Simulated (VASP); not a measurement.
# Os (I4/mmm) in VASP: notebook

Os is run at these levels: PBE; tasks: single point.

Everything below comes from runs of VASP 6.6.1. Logs are shortened: lines on timing, memory, paths and dates and some standing lists are left out, and cuts for length are marked.

## (1) The cell of the first run

Symmetry: I4/mmm, No. 139, tetragonal system. Conventional cell: a = 2.759 Å, b = 2.759 Å, c = 4.018 Å, α = 90.00°, β = 90.00°, γ = 90.00°. Within 3.6 Å of Os (site symmetry 4/mmm) lie 12 Os at 2.76 to 2.80 Å.

## (2) Single point, PBE (strained)

The input, INCAR:

```
PREC = Accurate
ENCUT = 520
EDIFF = 1E-6
ISMEAR = 0
SIGMA = 0.1
LREAL = F
LASPH = T
NELM = 80
ALGO = Fast
ISIF = 2
LWAVE = F
LCHARG = F
GGA = PE
NBANDS = 10
```

The input, KPOINTS:

```
regular mesh
0
Gamma
  16 16 16
```

The input, POSCAR:

```
Os
1.0
    0.0000000000      2.0089127000      1.9505627000
    1.9505627000      0.0000000000      1.9505627000
    1.9505627000      2.0089127000      0.0000000000
Os
1
Direct
    0.0000000000      0.0000000000      0.0000000000
```

Potentials or basis: VASP PAW PBE potentials, release 64 (Os).

Command:

```bash
cat potpaw_PBE.64/Os/POTCAR > POTCAR
mpirun -np 1 vasp_std > vasp.out
```

OUTCAR:

```text
PREC = Accurate
   ENCUT = 520
   EDIFF = 1E-6
   ISMEAR = 0
   LREAL = F
   LASPH = T
   NELM = 80
   ISIF = 2
   GGA = PE

 ion  position               nearest neighbor table
   1  0.000  0.000  0.000-

  LATTYP: Found a body centered tetragonal cell.
 ALAT       =     2.7585122246
 C/A-ratio  =     1.4565189758

  Lattice vectors:

 A1 = (   0.0000000000,  -2.0089127000,   1.9505627000)
 A2 = (   0.0000000000,  -2.0089127000,  -1.9505627000)
 A3 = (   1.9505627000,   2.0089127000,   0.0000000000)

Analysis of symmetry for initial positions (statically):
=====================================================================
 Subroutine PRICEL returns:
 Original cell was already a primitive cell.

 Routine SETGRP: Setting up the symmetry group for a
 body centered tetragonal supercell.

 Subroutine GETGRP returns: Found 16 space group operations
 (whereof 16 operations were pure point group operations)
 out of a pool of 16 trial point group operations.

The static configuration has the point symmetry D_4h.

Analysis of symmetry for dynamics (positions and initial velocities):
=====================================================================
 Subroutine PRICEL returns:
 Original cell was already a primitive cell.

 Routine SETGRP: Setting up the symmetry group for a
 body centered tetragonal supercell.

 Subroutine GETGRP returns: Found 16 space group operations
 (whereof 16 operations were pure point group operations)
 out of a pool of 16 trial point group operations.

The dynamic configuration has the point symmetry D_4h.

 Subroutine INISYM returns: Found 16 space group operations
 (whereof 16 operations are pure point group operations),
 and found     1 'primitive' translations

----------------------------------------------------------------------------------------

                                     Primitive cell

  volume of cell :      15.2866

  direct lattice vectors                    reciprocal lattice vectors
     0.000000000  2.008912700  1.950562700    -0.256336287  0.248890855  0.256336287
     1.950562700  0.000000000  1.950562700     0.256336287 -0.248890855  0.256336287
     1.950562700  2.008912700  0.000000000     0.256336287  0.248890855 -0.256336287

  length of vectors
     2.800075907  2.758512225  2.800075907     0.439730874  0.439730874  0.439730874

  position of ions in fractional coordinates (direct lattice)
     0.000000000  0.000000000  0.000000000

  ion indices of the primitive-cell ions
   primitive index   ion index
                 1           1

----------------------------------------------------------------------------------------

 KPOINTS: regular mesh

Automatic generation of k-mesh.
 Grid dimensions read from file:
 generate k-points for:   16   16   16

 Generating k-lattice:

  Cartesian coordinates                     Fractional coordinates (reciprocal lattice)
    -0.016021018  0.015555678  0.016021018     0.062500000  0.000000000 -0.000000000
     0.016021018 -0.015555678  0.016021018     0.000000000  0.062500000  0.000000000
     0.016021018  0.015555678 -0.016021018    -0.000000000  0.000000000  0.062500000

  Length of vectors
     0.027483180  0.027483180  0.027483180

  Shift w.r.t. Gamma in fractional coordinates (k-lattice)
     0.000000000  0.000000000  0.000000000

 Subroutine IBZKPT returns following result:
 ===========================================

 Found    349 irreducible k-points:

 Following reciprocal coordinates:
            Coordinates               Weight
  0.000000  0.000000  0.000000      1.000000
  0.062500  0.000000  0.000000      8.000000
  0.125000  0.000000  0.000000      8.000000
  0.187500  0.000000  0.000000      8.000000
  0.250000  0.000000  0.000000      8.000000
  0.312500  0.000000  0.000000      8.000000
[... 16 lines left out ...]
 -0.125000  0.062500 -0.000000     16.000000
 -0.062500  0.062500 -0.000000      8.000000
 [... further k-points ...]
   k-points           NKPTS =    349   k-points in BZ     NKDIM =    349   number of bands    NBANDS=     10
   number of dos      NEDOS =    301   number of ions     NIONS =      1
   total plane-waves  NPLWV =  13824
   dimension x,y,z NGX =    24 NGY =   24 NGZ =   24
   dimension x,y,z NGXF=    48 NGYF=   48 NGZF=   48
   ions per type =               1
   NGX,Y,Z   is equivalent  to a cutoff of  14.25, 14.46, 14.25 a.u.
   NGXF,Y,Z  is equivalent  to a cutoff of  28.50, 28.93, 28.50 a.u.
 SYSTEM =  unknown system
   PREC   = accura    normal or accurate (medium, high low for compatibility)
   ISTART =      0    job   : 0-new  1-cont  2-samecut
   ICHARG =      2    charge: 1-file 2-atom 10-const
   ISPIN  =      1    spin polarized calculation?
   LNONCOLLINEAR =      F non collinear calculations
   LSORBIT =      F    spin-orbit coupling
   LASPH  =      T    aspherical Exc in radial PAW
   ENCUT  =  520.0 eV  38.22 Ry    6.18 a.u.   5.21  5.13  5.21*2*pi/ulx,y,z
   NELM   =     80;   NELMIN=  2; NELMDL= -5     # of ELM steps
   EDIFF  = 0.1E-05   stopping-criterion for ELM
   LREAL  =      F    real-space projection
   EDIFFG = 0.1E-04   stopping-criterion for IOM
   NSW    =      0    number of steps for IOM
   IBRION =     -1    ionic relax: 0-MD 1-quasi-New 2-CG
   NFREE  =      0    steps in history (QN), initial steepest desc. (CG)
   ISIF   =      2    stress and relaxation
   ISYM   =      2    0-nonsym 1-usesym 2-fastsym
   POTIM  = 0.5000    time-step for ionic-motion
   TEBEG  =    0.0;   TEEND  =   0.0 temperature during run
   PSTRESS=    0.0 pullay stress
   NELECT =       8.0000    total number of electrons
   NUPDOWN=      -1.0000    fix difference up-down
   EMIN   =  10.00;   EMAX   =-10.00  energy-range for DOS
   EFERMI =   0.00;   METHOD = LEGACY
   ISMEAR =     0;   SIGMA  =   0.10  broadening in eV -4-tet -1-fermi 0-gaus
   EFERMI_NEDOS =   21; number of points for ismear=-14 and -15
   IALGO  =     68    algorithm
   IMIX   =      4    mixing-type and parameters
     AMIX     =   0.40;   BMIX     =  1.00
     AMIX_MAG =   1.60;   BMIX_MAG =  1.00
  volume/ion in A,a.u.               =      15.29       103.16
  Fermi-wavevector in a.u.,A,eV,Ry     =   1.319273  2.493064 23.680669  1.740480
  Thomas-Fermi vector in A             =   2.449183
   LORBIT       =      0    0 simple, 1 ext, 2 COOP (PROOUT), +10 PAW based schemes
   GGA     = PE    functional components
   LHFCALC =     F    Hartree Fock is set to
   AEXX    =    0.0000 exact exchange contribution
   IVDW    =     0    specifies the selected vdW correction
   LEPSILON=     F    determine dielectric tensor
   LRPA    =     F    only Hartree local field effects (RPA)
 non-spin polarized calculation
 RMM-DIIS sequential band-by-band and
 Gauss-broadening in eV      SIGMA  =   0.10
  energy-cutoff  :      520.00
  volume of cell :       15.29
 maximum number of plane-waves:       424
 NGX is ok and might be reduce to    24
   NGX = 11   NGY = 11   NGZ = 11

 number of electron       8.0000000 magnetization

 Free energy of the ion-electron system (eV)
  ---------------------------------------------------
  ext. energy  EPLUGINS =         0.00000000
  ---------------------------------------------------
  free energy    TOTEN  =       -11.03605258 eV

  energy without entropy =      -11.03173725  energy(sigma->0) =      -11.03389492

 E-fermi :   8.1280     XC(G=0): -13.5481

 val. band max:        8.1099429013   @ k =   0.3125   0.2500   0.0000
 cond. band min:       8.1371053480   @ k =   0.1250   0.0000   0.0000
 fundamental gap:      0.0271624467
 Fermi energy:         8.1280259707

 k-point     1 :       0.0000    0.0000    0.0000
  band No.  band energies     occupation
      1      -1.9752      2.00000
      2       5.1695      2.00000
      3       5.5608      2.00000
      4       5.5608      2.00000
      5       7.8244      1.99998
      6       8.3240      0.00559
      7      22.3604      0.00000
      8      27.0760      0.00000
      9      27.9520      0.00000
     10      27.9520      0.00000

 k-point     2 :       0.0625    0.0000    0.0000
  band No.  band energies     occupation
      1      -1.8090      2.00000
      2       5.1784      2.00000
      3       5.5285      2.00000
      4       5.6349      2.00000
      5       7.7838      2.00000
      6       8.2649      0.05298
      7      22.6603      0.00000
      8      26.6737      0.00000
      9      27.7421      0.00000
     10      28.2412      0.00000

 k-point     3 :       0.1250    0.0000    0.0000
  band No.  band energies     occupation
      1      -1.3312      2.00000
      2       5.0536      2.00000
      3       5.5908      2.00000
      4       5.8243      2.00000
      5       7.7189      2.00000
      6       8.1371      0.89783
      7      23.4571      0.00000
      8      25.1832      0.00000
      9      28.4479      0.00000
     10      29.0746      0.00000

 k-point     4 :       0.1875    0.0000    0.0000
  band No.  band energies     occupation
      1      -0.6155      2.00000
      2       4.8392      2.00000
      3       5.7046      2.00000
      4       6.0134      2.00000
      5       7.7968      2.00000
      6       8.0925      1.38452
      7      23.4335      0.00000
      8      24.5797      0.00000
      9      29.6903      0.00000
     10      30.3478      0.00000

 k-point     5 :       0.2500    0.0000    0.0000
  band No.  band energies     occupation
      1       0.1768      2.00000
      2       4.8095      2.00000
      3       5.6649      2.00000
      4       6.0379      2.00000
      5       8.1808      0.45554
      6       8.3225      0.00595
      7      21.8717      0.00000
      8      24.8942      0.00000
      9      31.1491      0.00000
     10      31.7502      0.00000

 k-point     6 :       0.3125    0.0000    0.0000
  band No.  band energies     occupation
      1       0.7877      2.00000
      2       5.2397      2.00000
      3       5.4937      2.00000
      4       5.8887      2.00000
      5       8.8189      0.00000
      6       8.8279      0.00000
      7      20.2009      0.00000
      8      23.9691      0.00000
      9      30.8395      0.00000
     10      31.0972      0.00000

 k-point     7 :       0.3750    0.0000    0.0000
  band No.  band energies     occupation
      1       1.0672      2.00000
      2       5.2932      2.00000
      3       5.6938      2.00000
      4       6.2139      2.00000
      5       9.4196      0.00000
      6       9.5192      0.00000
      7      18.3782      0.00000
      8      22.8078      0.00000
      9      29.0546      0.00000
     10      29.4061      0.00000

 k-point     8 :       0.4375    0.0000    0.0000
  band No.  band energies     occupation
      1       1.1337      2.00000
      2       5.1534      2.00000
      3       5.5480      2.00000
      4       7.3434      2.00000
      5       9.8904      0.00000
      6      10.0698      0.00000
      7      16.7209      0.00000
      8      22.0842      0.00000
      9      27.7803      0.00000
     10      28.2210      0.00000

 k-point     9 :       0.5000    0.0000    0.0000
  band No.  band energies     occupation
      1       1.1389      2.00000
      2       5.1031      2.00000
      3       5.4952      2.00000
      4       7.8949      1.99902
      5      10.0709      0.00000
      6      10.2803      0.00000
      7      15.9882      0.00000
      8      21.8504      0.00000
      9      27.3240      0.00000
     10      27.7993      0.00000
[... 118 lines left out ...]
 k-point    19 :      -0.3750    0.0625   -0.0000
  band No.  band energies     occupation
      1       1.2502      2.00000
      2       5.2565      2.00000
      3       5.5958      2.00000
      4       6.3257      2.00000
      5       9.3714      0.00000
      6      10.2458      0.00000
      7      17.8124      0.00000
      8      22.7687      0.00000
      9      27.7502      0.00000
     10      29.2314      0.00000

 k-point    20 :      -0.3125    0.0625   -0.0000
  band No.  band energies     occupation
      1       1.0610      2.00000
      2       5.3208      2.00000
      3       5.4517      2.00000
      4       5.7998      2.00000
      5       8.6299      0.00000
      6       9.6320      0.00000
      7      19.7272      0.00000
      8      23.7396      0.00000
      9      28.7567      0.00000
     10      31.2364      0.00000

 k-point    21 :      -0.2500    0.0625   -0.0000
  band No.  band energies     occupation
      1       0.5496      2.00000
      2       4.7418      2.00000
      3       5.6766      2.00000
      4       6.0040      2.00000
      5       7.9375      1.99295
      6       8.9967      0.00000
      7      21.5266      0.00000
      8      24.8669      0.00000
      9      29.7346      0.00000
     10      30.7717      0.00000

 k-point    22 :      -0.1875    0.0625   -0.0000
  band No.  band energies     occupation
      1      -0.2192      2.00000
      2       4.6628      2.00000
      3       5.8260      2.00000
      4       6.0707      2.00000
      5       7.5115      2.00000
      6       8.5146      0.00000
      7      23.1219      0.00000
      8      24.9974      0.00000
      9      29.3662      0.00000
     10      31.2847      0.00000

 k-point    23 :      -0.1250    0.0625   -0.0000
  band No.  band energies     occupation
      1      -0.9811      2.00000
      2       4.8431      2.00000
      3       5.7652      2.00000
      4       5.9520      2.00000
      5       7.4719      2.00000
      6       8.3005      0.01473
      7      24.0084      0.00000
      8      24.6945      0.00000
      9      28.5206      0.00000
     10      29.6868      0.00000

 k-point    24 :      -0.0625    0.0625   -0.0000
  band No.  band energies     occupation
      1      -1.5419      2.00000
      2       5.0511      2.00000
      3       5.6067      2.00000
      4       5.7739      2.00000
      5       7.6335      2.00000
      6       8.2743      0.03863
      7      23.1294      0.00000
      8      25.9351      0.00000
      9      28.1088      0.00000
     10      28.5069      0.00000

 [... further k-points ...]
[... 5 lines left out ...]
  --------------------------------------------------------------------------------------
  -------------------------------------------------------------------------------------
  Total       -1.8125654     -2.5976693     -1.8125654      0.0000000      0.0000000      0.0000000
  in kB     -189.9736551   -272.2598220   -189.9736551      0.0000000      0.0000000      0.0000000
  external PRESSURE =    -217.4023774 kB  Pullay stress =       0.0000000 kB

 VOLUME and BASIS-vectors are now :
 -----------------------------------------------------------------------------
  energy-cutoff  :      520.00
  volume of cell :       15.29
      direct lattice vectors                 reciprocal lattice vectors
     0.000000000  2.008912700  1.950562700    -0.256336287  0.248890855  0.256336287
     1.950562700  0.000000000  1.950562700     0.256336287 -0.248890855  0.256336287
     1.950562700  2.008912700  0.000000000     0.256336287  0.248890855 -0.256336287

 POSITION                                       TOTAL-FORCE (eV/Angst)
 -----------------------------------------------------------------------------------
      0.00000      0.00000      0.00000         0.000000      0.000000      0.000000
 -----------------------------------------------------------------------------------
    total drift:                               -0.000000     -0.000000     -0.000000

  FREE ENERGIE OF THE ION-ELECTRON SYSTEM (eV)
  ---------------------------------------------------
  free  energy   TOTEN  =       -11.0360525810 eV

  energy  without entropy=      -11.0317372508  energy(sigma->0) =      -11.03389492
```

It took 58 s on 1 thread of Intel Xeon 8259CL, shared host; peak memory 0.19 GiB.

Results:

| Property | Result |
| --- | --- |
| Free energy | -11.0361 eV |
| Pressure | -21.7 GPa |
| Band gap on the k mesh | zero (bands 4 and 5 overlap by 3.77 eV) |

Caveat: the cell differs from its parent crystal (strained); the cell stands under tension; spin-orbit coupling is left out, which moves the levels of the heavy elements.

## (3) Single point, PBE (strained)

The input, INCAR:

```
SYSTEM = Os
PREC = Accurate ; ENCUT = 520
EDIFF = 1E-6 ; ISMEAR = 0
SIGMA = 0.1 ; LREAL = .FALSE.
LASPH = .TRUE. ; NELM = 80
ALGO = Normal ; ISIF = 2
LWAVE = .FALSE. ; LCHARG = .FALSE.
GGA = PE ; NBANDS = 10
```

The input, KPOINTS:

```
Automatic mesh
0
G
  16 16 16
  0 0 0
```

The input, POSCAR:

```
Os
1.0
    0.0000000000      1.9844640500      1.9844640500
    1.9552890500      0.0000000000      1.9844640500
    1.9552890500      1.9844640500      0.0000000000
Os
1
Direct
    0.0000000000      0.0000000000      0.0000000000
```

Potentials or basis: VASP PAW PBE potentials, release 64 (Os).

Command:

```bash
cat potpaw_PBE.64/Os/POTCAR > POTCAR
mpirun -np 1 vasp_std > vasp.out
```

Run time: 54 s. Hardware: 1 thread of Intel Xeon 8259CL, shared host; peak memory 0.19 GiB.

Results (log left out):

- Free energy: -11.0255 eV
- Pressure: -24.0 GPa
- Band gap on the k mesh: zero (bands 4 and 5 overlap by 3.78 eV)

Stress tensor (GPa, compression positive):
```
-21.56   0.00   0.00
  0.00 -25.21   0.00
  0.00   0.00 -25.21
```

Levels at points of the mesh, in eV from the Fermi level:
```tsv
k point	band 1	band 2	band 3	band 4	band 5	band 6	band 7	band 8	band 9
(0.00, 0.00, 0.00)	-10.03	-2.73	-2.73	-2.54	-0.16	0.08	14.23	19.35	19.35
(0.50, 0.00, 0.00)	-6.92	-2.89	-2.69	-0.22	1.98	2.09	7.78	13.75	19.23
(0.50, 0.50, 0.00)	-6.71	-6.05	1.99	2.02	2.52	2.70	10.60	11.62	11.78
(0.00, 0.50, 0.50)	-6.69	-6.07	1.98	2.32	2.62	2.62	10.97	11.44	11.44
```

Caveat: the cell differs from its parent crystal (strained); the cell stands under tension; spin-orbit coupling is left out, which moves the levels of the heavy elements.
